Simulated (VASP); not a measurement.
A run of VASP 6.6.1:

File POSCAR:

```
MoOs
1.0
    2.7817556900      0.0000000000      0.0000000000
   -1.3908778400      2.4090710900      0.0000000000
    0.0000000000      0.0000000000      4.5070550000
Mo Os
1 1
Direct
    0.6666666667      0.3333333333      0.5000000000
    0.3333333333      0.6666666667      0.0000000000
```

File INCAR.step1:

```
ALGO = Normal
EDIFF = 1E-4
ENCUT = 520
GGA = PE
ISMEAR = -1
LASPH = True
LCHARG = False
LREAL = False
LWAVE = True
NBANDS = 18
NELM = 100
PREC = Accurate
SIGMA = 0.1
```

INCAR.step2

```
ALGO = Normal
EDIFF = 1E-6
ENCUT = 520
ISIF = 2
ISMEAR = -1
ISTART = 1
LASPH = True
LCHARG = True
LELF = True
LMIXTAU = True
LREAL = False
LVHAR = True
LWAVE = False
METAGGA = R2SCAN
NBANDS = 18
NELM = 100
PREC = Accurate
SIGMA = 0.1
```

File KPOINTS:

```
k-points
0
Gamma
  9 9 5
```

Potentials or basis: VASP PAW PBE potentials, release 64 (Mo_sv, Os).

Command:

```sh
$ cat potpaw_PBE.64/Mo_sv/POTCAR potpaw_PBE.64/Os/POTCAR > POTCAR
$ cp INCAR.step1 INCAR
$ mpirun -np 1 vasp_std > vasp.out
$ cp INCAR.step2 INCAR
$ mpirun -np 1 vasp_std > vasp.out
```

Hardware: 1 thread of Intel(R) Xeon(R) 6975P-C (Granite Rapids), on a shared host.

Question: Estimate the wall time of this run.

Answer: Run time: 43 s on 1 thread of Intel(R) Xeon(R) 6975P-C (Granite Rapids) (shared host), peak memory 0.17 GiB. Counts: k points 36.
